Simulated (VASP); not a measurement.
Al3Ga2P5, 10 atoms in the cell. Symmetry: I-4m2, No. 119, tetragonal system. The conventional cell has a = 3.734 Å, b = 3.734 Å, c = 26.406 Å, α = 90.00°, β = 90.00°, γ = 90.00°. Within 3.0 Å of Al (site symmetry 2mm) lie 4 P at 2.29 Å. Within 3.0 Å of Al (site symmetry -4m2) lie 4 P at 2.29 Å. Within 3.0 Å of Ga (site symmetry 2mm) lie 4 P at 2.29 Å. P (site symmetry -4m2) has 4 Al at 2.29 Å within 3.0 Å. P (site symmetry 2mm) has 2 Al at 2.29 Å and 2 Ga at 2.29 Å within 3.0 Å. P (site symmetry 2mm) has 2 Al at 2.29 Å and 2 Ga at 2.29 Å within 3.0 Å. 

```yaml
Program: VASP 6.6.1
Task: single point
Functional: PBE
Potentials_or_basis: VASP PAW PBE potentials, release 64 (Al, Ga_d, P)
Cutoff: 520 eV
k_mesh: 6 × 6 × 6
Occupations: gaussian, width 0.1 eV
Spin: no spin polarisation
Dipole_correction: no
Further_INCAR_settings: ALGO = Normal; EDIFF = 1e-07; NBANDS = 41
```

Potentials or basis: VASP PAW PBE potentials, release 64 (Al, Ga_d, P).

Command:

```console
$ cat potpaw_PBE.64/Al/POTCAR potpaw_PBE.64/Ga_d/POTCAR potpaw_PBE.64/P/POTCAR > POTCAR
$ mpirun -np 1 vasp_std > vasp.out
```

Hardware: 1 thread of Intel(R) Xeon(R) Platinum 8259CL CPU @ 2.50GHz (Skylake/Cascade Lake) (shared host).

Task: How long does it take, and how much memory?

Result: Run time: 47 min on 1 thread of Intel(R) Xeon(R) Platinum 8259CL CPU @ 2.50GHz (Skylake/Cascade Lake), with other jobs on the host, peak memory 1.8 GiB. Counts: scf iterations 16, k points 30.
